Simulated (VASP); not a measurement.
A run of VASP 6.6.1:

File INCAR:

```
SYSTEM = SnSe2
  PREC = Accurate
  ENCUT = 520
  EDIFF = 1E-7
  ISMEAR = -1
  SIGMA = 0.02
  LREAL = .False.
  LASPH = .True.
  NELM = 80
  ALGO = Normal
  ISIF = 2
  LWAVE = .False.
  LCHARG = .False.
  GGA = PE
  IVDW = 13
  NBANDS = 20
```

Contents of KPOINTS:

```
regular mesh
0
Gamma
  12 12 4
  0 0 0
```

File POSCAR:

```
SnSe2
1.0
    3.8373345928      0.0000000000      0.0000000000
   -1.9186672964      3.3232292402      0.0000000000
    0.0000000000      0.0000000000      6.0000654353
Sn Se
1 2
Direct
    0.0000000000      0.0000000000      0.0000000000
    0.3333333333      0.6666666667      0.2657405164
    0.6666666667      0.3333333333      0.7342594836
```

Potentials or basis: VASP PAW PBE potentials, release 64 (Sn_d, Se).

Command:

```bash
$ cat potpaw_PBE.64/Sn_d/POTCAR potpaw_PBE.64/Se/POTCAR > POTCAR
$ mpirun -np 1 vasp_std > vasp.out
```

Hardware: 1 thread of Intel(R) Xeon(R) 6975P-C (Granite Rapids) (shared host).

Task: How long does it take, and how much memory?

Result: Wall time 52 s on 1 thread of Intel(R) Xeon(R) 6975P-C (Granite Rapids) (shared host), peak memory 0.26 GiB. Counts: scf iterations 14, k points 69.
